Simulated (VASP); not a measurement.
# Br (Cmce) in VASP: a series of runs

Aim: see how the results for Br move with the level of theory and the settings. Levels: PBE+D3(BJ), LDA, r2SCAN. Tasks: single point.

Program: VASP 6.6.1. These are calculated values, not measurements. Logs are shortened: lines on timing, memory, paths and dates and some standing lists are left out, and cuts for length are marked.

### 1 The cell of the first run

It takes space group Cmce (No. 64, orthorhombic). Conventional cell: a = 6.914 Å, b = 4.221 Å, c = 8.458 Å, α = 90.00°, β = 90.00°, γ = 90.00°. Within 3.2 Å of Br (site symmetry m) lie 3 Br at 2.40 to 3.06 Å.

### 2 Single point, PBE+D3(BJ)

INCAR reads:

```
SYSTEM = Br
PREC     = Accurate       ! precision mode
ENCUT    = 520            ! plane-wave cutoff, eV
EDIFF    = 1E-6           ! SCF threshold, eV
ISMEAR   = 0              ! smearing method
SIGMA    = 0.1            ! smearing width, eV
LREAL    = .False.        ! projectors in reciprocal space
LASPH    = .True.         ! aspherical terms in the spheres
NELM     = 100            ! most SCF steps
ALGO     = Normal         ! electronic algorithm
ISIF     = 2              ! what is computed and relaxed
LWAVE    = .False.        ! write WAVECAR
LCHARG   = .False.        ! write CHGCAR
GGA      = PE             ! functional
IVDW     = 12             ! dispersion correction
NBANDS   = 22             ! bands
```

KPOINTS reads:

```
regular mesh
0
Gamma
  6 6 4
  0 0 0
```

POSCAR reads:

```
Br
1.0
    3.4568329613     -2.1102632430      0.0000000000
    3.4568329613      2.1102632430      0.0000000000
    0.0000000000      0.0000000000      8.4582120934
Br
4
Direct
    0.8443000239      0.1556999761      0.1187085448
    0.6556999761      0.3443000239      0.6187085448
    0.1556999761      0.8443000239      0.8812914552
    0.3443000239      0.6556999761      0.3812914552
```

Potentials or basis: VASP PAW PBE potentials, release 64 (Br).

Launch:

```
$ cat potpaw_PBE.64/Br/POTCAR > POTCAR
$ mpirun -np 1 vasp_std > vasp.out
```

OUTCAR:

```text
SYSTEM = Br
   PREC = Accurate
   ENCUT = 520
   EDIFF = 1E-6
   ISMEAR = 0
   LREAL = .False.
   LASPH = .True.
   NELM = 100
   ISIF = 2
   GGA = PE
   IVDW = 12
 IVDW          = 12

 ion  position               nearest neighbor table
   1  0.844  0.156  0.119-   3 2.40
   2  0.656  0.344  0.619-   4 2.40
   3  0.156  0.844  0.881-   1 2.40
   4  0.344  0.656  0.381-   2 2.40

  LATTYP: Found a base centered orthorhombic cell.
 ALAT       =     4.2205264860
 B/A-ratio  =     1.6381050908
 C/A-ratio  =     2.0040656353

  Lattice vectors:

 A1 = (  -3.4568329613,  -2.1102632430,   0.0000000000)
 A2 = (   3.4568329613,  -2.1102632430,   0.0000000000)
 A3 = (   0.0000000000,   0.0000000000,   8.4582120934)

Analysis of symmetry for initial positions (statically):
=====================================================================
 Subroutine PRICEL returns:
 Original cell was already a primitive cell.

 Routine SETGRP: Setting up the symmetry group for a
 base centered orthorhombic supercell.

 Subroutine GETGRP returns: Found  8 space group operations
 (whereof  4 operations were pure point group operations)
 out of a pool of  8 trial point group operations.

The static configuration has the point symmetry C_2h.
 The point group associated with its full space group is D_2h.

Analysis of symmetry for dynamics (positions and initial velocities):
=====================================================================
 Subroutine PRICEL returns:
 Original cell was already a primitive cell.

 Routine SETGRP: Setting up the symmetry group for a
 base centered orthorhombic supercell.

 Subroutine GETGRP returns: Found  8 space group operations
 (whereof  4 operations were pure point group operations)
 out of a pool of  8 trial point group operations.

The dynamic configuration has the point symmetry C_2h.
 The point group associated with its full space group is D_2h.

 Subroutine INISYM returns: Found  8 space group operations
 (whereof  4 operations are pure point group operations),
 and found     1 'primitive' translations

----------------------------------------------------------------------------------------

                                     Primitive cell

  volume of cell :     123.4024

  direct lattice vectors                    reciprocal lattice vectors
     3.456832961 -2.110263243  0.000000000     0.144641065 -0.236937264  0.000000000
     3.456832961  2.110263243  0.000000000     0.144641065  0.236937264  0.000000000
     0.000000000  0.000000000  8.458212093     0.000000000  0.000000000  0.118228296
[... 89 lines left out ...]
   LREAL  =      F    real-space projection
   EDIFFG = 0.1E-04   stopping-criterion for IOM
   NSW    =      0    number of steps for IOM
   IBRION =     -1    ionic relax: 0-MD 1-quasi-New 2-CG
   NFREE  =      0    steps in history (QN), initial steepest desc. (CG)
   ISIF   =      2    stress and relaxation
   ISYM   =      2    0-nonsym 1-usesym 2-fastsym
   POTIM  = 0.5000    time-step for ionic-motion
   TEBEG  =    0.0;   TEEND  =   0.0 temperature during run
   PSTRESS=    0.0 pullay stress
   NELECT =      28.0000    total number of electrons
   NUPDOWN=      -1.0000    fix difference up-down
   EMIN   =  10.00;   EMAX   =-10.00  energy-range for DOS
   EFERMI =   0.00;   METHOD = LEGACY
   ISMEAR =     0;   SIGMA  =   0.10  broadening in eV -4-tet -1-fermi 0-gaus
   EFERMI_NEDOS =   21; number of points for ismear=-14 and -15
   IALGO  =     38    algorithm
   IMIX   =      4    mixing-type and parameters
     AMIX     =   0.40;   BMIX     =  1.00
     AMIX_MAG =   1.60;   BMIX_MAG =  1.00
  volume/ion in A,a.u.               =      30.85       208.19
  Fermi-wavevector in a.u.,A,eV,Ry     =   0.998511  1.886913 13.565346  0.997025
  Thomas-Fermi vector in A             =   2.130740
   LORBIT       =      0    0 simple, 1 ext, 2 COOP (PROOUT), +10 PAW based schemes
   GGA     = PE    functional components
   LHFCALC =     F    Hartree Fock is set to
   AEXX    =    0.0000 exact exchange contribution
   IVDW    =    12    specifies the selected vdW correction
   LEPSILON=     F    determine dielectric tensor
   LRPA    =     F    only Hartree local field effects (RPA)
 non-spin polarized calculation
 Gauss-broadening in eV      SIGMA  =   0.10
  energy-cutoff  :      520.00
  volume of cell :      123.40
 maximum number of plane-waves:      3357
   NGX = 15   NGY = 15   NGZ = 31

 number of electron      28.0000000 magnetization

 Free energy of the ion-electron system (eV)
  ---------------------------------------------------
  ext. energy  EPLUGINS =         0.00000000
  ---------------------------------------------------
  free energy    TOTEN  =        -6.45084377 eV

  energy without entropy =       -6.45084377  energy(sigma->0) =       -6.45084377

 E-fermi :   0.8910     XC(G=0):  -8.3237

 val. band max:        0.4526801911   @ k =   0.5000   0.0000   0.5000
 cond. band min:       1.8203083274   @ k =   0.5000   0.5000   0.2500
 fundamental gap:      1.3676281362
 Fermi energy:         0.8910381281

 k-point     1 :       0.0000    0.0000    0.0000
  band No.  band energies     occupation
      1     -15.4628      2.00000
      2     -14.7764      2.00000
      3     -13.3273      2.00000
      4     -12.1060      2.00000
      5      -4.5777      2.00000
      6      -3.2281      2.00000
[... 589 lines left out ...]
     21      10.0325      0.00000
     22      10.3300      0.00000

 [... further k-points ...]

------------------------ aborting loop because EDIFF is reached ----------------------------------------

 Edisp (eV)   -0.93611

 E8    (eV) :    -0.3712

  FORCE on cell =-STRESS in cart. coord.  units (eV):
  Direction    XX          YY          ZZ          XY          YZ          ZX
  --------------------------------------------------------------------------------------
  -------------------------------------------------------------------------------------
  Total       0.08987    -0.14832    -0.02204     0.00000    -0.00000     0.00000
  in kB       1.16686    -1.92566    -0.28620     0.00000    -0.00000     0.00000
  external pressure =       -0.35 kB  Pullay stress =        0.00 kB

 VOLUME and BASIS-vectors are now :
 -----------------------------------------------------------------------------
  energy-cutoff  :      520.00
  volume of cell :      123.40
      direct lattice vectors                 reciprocal lattice vectors
     3.456832961 -2.110263243  0.000000000     0.144641065 -0.236937264  0.000000000
     3.456832961  2.110263243  0.000000000     0.144641065  0.236937264  0.000000000
     0.000000000  0.000000000  8.458212093     0.000000000  0.000000000  0.118228296

 POSITION                                       TOTAL-FORCE (eV/Angst)
 -----------------------------------------------------------------------------------
      3.45683     -1.45313      1.00406         0.000000     -0.041396      0.004811
      3.45683     -0.65714      5.23317         0.000000      0.041396      0.004811
      3.45683      1.45313      7.45415         0.000000      0.041396     -0.004811
      3.45683      0.65714      3.22504         0.000000     -0.041396     -0.004811
 -----------------------------------------------------------------------------------
    total drift:                               -0.000000     -0.000000     -0.000000

  FREE ENERGIE OF THE ION-ELECTRON SYSTEM (eV)
  ---------------------------------------------------
  free  energy   TOTEN  =        -7.3869489985 eV

  energy  without entropy=       -7.3869489985  energy(sigma->0) =       -7.38694900
```

OSZICAR:

```text
N       E                     dE             d eps       ncg     rms          rms(c)
DAV:   1     0.174641344942E+03    0.17464E+03   -0.11735E+04  1716   0.108E+03
DAV:   2     0.629469704953E+01   -0.16835E+03   -0.16322E+03  2402   0.185E+02
DAV:   3    -0.666195821232E+01   -0.12957E+02   -0.12905E+02  2174   0.586E+01
DAV:   4    -0.679078839252E+01   -0.12883E+00   -0.12878E+00  2092   0.697E+00
DAV:   5    -0.679191341041E+01   -0.11250E-02   -0.11249E-02  2150   0.651E-01    0.112E+01
DAV:   6    -0.654107866310E+01    0.25083E+00   -0.17990E-01  2076   0.218E+00    0.725E+00
DAV:   7    -0.645802146043E+01    0.83057E-01   -0.39606E-01  1992   0.321E+00    0.539E-01
DAV:   8    -0.645073516469E+01    0.72863E-02   -0.44521E-02  1926   0.111E+00    0.267E-01
DAV:   9    -0.645079569273E+01   -0.60528E-04   -0.84321E-04  2088   0.177E-01    0.953E-02
DAV:  10    -0.645084191310E+01   -0.46220E-04   -0.10362E-04  2062   0.582E-02    0.425E-02
DAV:  11    -0.645084328864E+01   -0.13755E-05   -0.13182E-05  2114   0.205E-02    0.782E-03
DAV:  12    -0.645084376594E+01   -0.47731E-06   -0.24075E-06  1794   0.832E-03
   1 F= -.73869490E+01 E0= -.73869490E+01  d E =-.776166E-11
```

Run time: 1.7 min. Hardware: 1 thread of Oxide Virtual Turin-like, shared host; peak memory 0.23 GiB.

Results:

```
Free energy                : -7.3869 eV
Pressure                   : 0.0 GPa
Largest force              : 0.042 eV/Å
Band gap on the k mesh     : 1.37 eV (least direct gap 1.52 eV)
Dispersion energy per atom : -0.234 eV
```

Forces in eV/Å, atoms in the order of the input:
```
Br   0.000 -0.041  0.005
Br   0.000  0.041  0.005
Br   0.000  0.041 -0.005
Br   0.000 -0.041 -0.005
```

Levels at points of the mesh, in eV from the valence-band top:
```tsv
k point	band 12	band 13	band 14	band 15	band 16	band 17
(0.00, 0.00, 0.00)	-0.67	-0.41	-0.06	1.46	2.19	6.01
(0.50, 0.00, 0.00)	-1.43	-0.68	-0.68	2.42	2.42	6.87
(0.50, 0.50, 0.00)	-1.61	-0.78	-0.19	1.40	1.96	6.70
(0.00, 0.00, 0.50)	-1.19	-0.21	-0.21	1.58	1.58	6.69
(0.50, 0.00, 0.50)	-0.84	0.00	0.00	1.79	1.79	7.31
(0.50, 0.50, 0.50)	-1.36	-0.93	-0.93	1.47	1.47	7.92
```

A k mesh can miss the band edges.

### 3 Single point, PBE+D3(BJ)

This run uses another cell than the first one, of 31.09 Å³/atom.

INCAR: that of step 2 with these lines changed.

```diff
@@ -5,3 +5,3 @@
 ISMEAR   = 0              ! smearing method
-SIGMA    = 0.1            ! smearing width, eV
+SIGMA    = 0.02           ! smearing width, eV
 LREAL    = .False.        ! projectors in reciprocal space
```

KPOINTS reads:

```
regular mesh
0
Gamma
  8 8 4
  0 0 0
```

POSCAR reads:

```
Br
1.0
    3.4968262690     -2.0736279842      0.0000000000
    3.4968262690      2.0736279842      0.0000000000
    0.0000000000      0.0000000000      8.5752373927
Br
4
Direct
    0.8487824555      0.1512175445      0.1190908492
    0.6512175445      0.3487824555      0.6190908492
    0.1512175445      0.8487824555      0.8809091508
    0.3487824555      0.6512175445      0.3809091508
```

Potentials or basis: VASP PAW PBE potentials, release 64 (Br).

Launch:

```
$ cat potpaw_PBE.64/Br/POTCAR > POTCAR
$ mpirun -np 1 vasp_std > vasp.out
```

It took 2.5 min on 1 thread of Oxide Virtual Turin-like, shared host; peak memory 0.27 GiB.

Results (log left out):

```
Free energy                : -7.3908 eV
Pressure                   : 0.0 GPa
Largest force              : 0.007 eV/Å
Band gap on the k mesh     : 1.33 eV (least direct gap 1.37 eV)
Dispersion energy per atom : -0.232 eV
```

Forces in eV/Å, atoms in the order of the input:
```
Br   0.000  0.002  0.007
Br   0.000 -0.002  0.007
Br   0.000 -0.002 -0.007
Br   0.000  0.002 -0.007
```

Levels at points of the mesh, in eV from the valence-band top:
```csv
k point,band 12,band 13,band 14,band 15,band 16,band 17
"(0.00, 0.00, 0.00)",-0.60,-0.44,0.00,1.37,2.28,5.94
"(0.50, 0.00, 0.00)",-1.49,-0.68,-0.68,2.44,2.44,6.85
"(0.50, 0.50, 0.00)",-1.56,-0.71,-0.24,1.33,2.08,6.75
"(0.00, 0.00, 0.50)",-1.12,-0.19,-0.19,1.62,1.62,6.57
"(0.50, 0.00, 0.50)",-0.84,-0.04,-0.04,1.76,1.76,7.26
"(0.50, 0.50, 0.50)",-1.28,-0.97,-0.97,1.54,1.54,7.88
```

A k mesh can miss the band edges. As with any semilocal functional, this PBE gap is likely too small.

### 4 Single point, LDA

This run uses another cell than the first one, of 31.09 Å³/atom.

INCAR reads:

```
SYSTEM = Br
ALGO     = Normal         ! electronic algorithm
EDIFF    = 1E-7           ! SCF threshold, eV
ENCUT    = 520            ! plane-wave cutoff, eV
GGA      = CA             ! functional
ISIF     = 2              ! what is computed and relaxed
ISMEAR   = 0              ! smearing method
LASPH    = .TRUE.         ! aspherical terms in the spheres
LCHARG   = .TRUE.         ! write CHGCAR
LELF     = .TRUE.         ! ELF
LREAL    = .FALSE.        ! projectors in reciprocal space
LVHAR    = .TRUE.       
LWAVE    = .FALSE.        ! write WAVECAR
NBANDS   = 22             ! bands
NELM     = 60             ! most SCF steps
PREC     = Accurate       ! precision mode
SIGMA    = 0.02           ! smearing width, eV
```

KPOINTS reads:

```
k-points
0
G
  8 8 4
  0 0 0
```

POSCAR is that of step 3.

Potentials or basis: VASP PAW LDA potentials, release 64 (Br).

Launch:

```
$ cat potpaw_LDA.64/Br/POTCAR > POTCAR
$ mpirun -np 1 vasp_std > vasp.out
```

Run time: 2.7 min. Hardware: 1 thread of Oxide Virtual Turin-like, shared host; peak memory 0.23 GiB.

Results (log left out):

```
Free energy            : -8.4199 eV
Pressure               : -2.1 GPa
Largest force          : 0.056 eV/Å
Band gap on the k mesh : 1.19 eV (least direct gap 1.25 eV)
```

Forces on the atoms (eV/Å):
```
Br   0.000 -0.056  0.001
Br   0.000  0.056  0.001
Br   0.000  0.056 -0.001
Br   0.000 -0.056 -0.001
```

Stress tensor (GPa, compression positive):
```
-0.94  0.00  0.00
 0.00 -2.52  0.00
 0.00  0.00 -2.95
```

Levels at points of the mesh, in eV from the valence-band top:
| k point | band 12 | band 13 | band 14 | band 15 | band 16 | band 17 |
| --- | --- | --- | --- | --- | --- | --- |
| (0.00, 0.00, 0.00) | -0.65 | -0.44 | 0.00 | 1.25 | 2.18 | 5.50 |
| (0.50, 0.00, 0.00) | -1.57 | -0.70 | -0.70 | 2.35 | 2.35 | 6.50 |
| (0.50, 0.50, 0.00) | -1.62 | -0.76 | -0.25 | 1.21 | 1.97 | 6.47 |
| (0.00, 0.00, 0.50) | -1.16 | -0.19 | -0.19 | 1.48 | 1.48 | 6.18 |
| (0.50, 0.00, 0.50) | -0.87 | -0.07 | -0.07 | 1.64 | 1.64 | 6.92 |
| (0.50, 0.50, 0.50) | -1.33 | -1.01 | -1.01 | 1.40 | 1.40 | 7.60 |

A k mesh can miss the band edges.

[end of part 1 of 2]
